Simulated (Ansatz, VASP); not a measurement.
**One calculation of Si, two programs**

Contents of POSCAR:

```
Si
1.0
    2.7154700000     -2.7154700000      0.0000000000
    2.7154700000      0.0000000000     -2.7154700000
    7.2410723020      4.5258738490      4.5258738490
Si
6
Direct
    0.4861402767      0.4861402767      0.5416333333
    0.9305736100     -0.0694263900      0.2083000000
    0.0417069433      0.0417069433      0.8749666667
    0.4028152767      0.4028152767      0.7916333333
    0.8472486100      0.8472486100      0.4583000000
    0.2916819433      0.2916819433      0.1249666667
```

The input INCAR.step1:

```
PREC     = Accurate       # precision mode
ENCUT    = 520            # plane-wave cutoff, eV
ISMEAR   = 0              # smearing method
SIGMA    = 0.05           # smearing width, eV
LREAL    = False          # projectors in reciprocal space
LASPH    = True           # aspherical terms in the spheres
NELM     = 80             # most SCF steps
NBANDS   = 21             # bands
GGA      = PE             # functional
ALGO     = Normal         # electronic algorithm
EDIFF    = 1E-4           # SCF threshold, eV
LWAVE    = True           # write WAVECAR
LCHARG   = False          # write CHGCAR
```

The input INCAR.step2:

```
PREC     = Accurate       # precision mode
ENCUT    = 520            # plane-wave cutoff, eV
EDIFF    = 1E-6           # SCF threshold, eV
ISMEAR   = 0              # smearing method
SIGMA    = 0.05           # smearing width, eV
LREAL    = False          # projectors in reciprocal space
LASPH    = True           # aspherical terms in the spheres
NELM     = 80             # most SCF steps
ALGO     = Normal         # electronic algorithm
ISIF     = 2              # what is computed and relaxed
LWAVE    = False          # write WAVECAR
LCHARG   = False          # write CHGCAR
METAGGA  = R2SCAN         # meta-GGA
LMIXTAU  = True         
NBANDS   = 21             # bands
ISTART   = 1
```

File KPOINTS:

```
regular mesh
0
Gamma
  8 8 3
```

Input for Ansatz:

```yaml
crystal:
  lattice:
    - [2.71547, -2.71547, 0.0]
    - [2.71547, 0.0, -2.71547]
    - [7.241072302, 4.525873849, 4.525873849]
  atoms:
    - { symbol: Si, position: [0.4861402767, 0.4861402767, 0.5416333333] }
    - { symbol: Si, position: [0.93057361, -0.06942639, 0.2083] }
    - { symbol: Si, position: [0.0417069433, 0.0417069433, 0.8749666667] }
    - { symbol: Si, position: [0.4028152767, 0.4028152767, 0.7916333333] }
    - { symbol: Si, position: [0.84724861, 0.84724861, 0.4583] }
    - { symbol: Si, position: [0.2916819433, 0.2916819433, 0.1249666667] }
basis:
  ecutwfc: 500
kpoints:
  mp_grid: { grid: [8, 8, 3] }
hamiltonian:
  xc: r2scan
scf:
  occupations: { method: gaussian, width: 0.05 }
output:
  forces: true
  stress: true
  eigenvalues: true
```

Alike in both runs: task single point; functional r2SCAN; k mesh 8 × 8 × 3; occupations gaussian, width 0.05 eV; no spin polarisation.

|  | VASP | Ansatz |
| --- | --- | --- |
| version | VASP 6.6.1 | Ansatz 0.2.0 |
| potentials or method | VASP PAW PBE potentials, release 64 (Si), cutoff 520 eV | scalar-relativistic, plane waves, PAW |
| valence electrons in the cell | 24 | 24 |

```csv
,VASP,Ansatz,Ansatz less VASP
gap on the k mesh at the Fermi level (eV),none,none,-
pressure (GPa),-0.5,-0.3,+0.19
"traceless stress, the component that is largest in VASP (GPa)",1.33,1.31,-0.020
rms of the force components (eV/Å),0.190,0.190,-0.0004
```

VASP's potentials were made for PBE, not for r2SCAN. Atom by atom the forces differ by 0.008 eV/Å (rms over components). A gap of «none» marks a metal or a gap that the smearing closes.
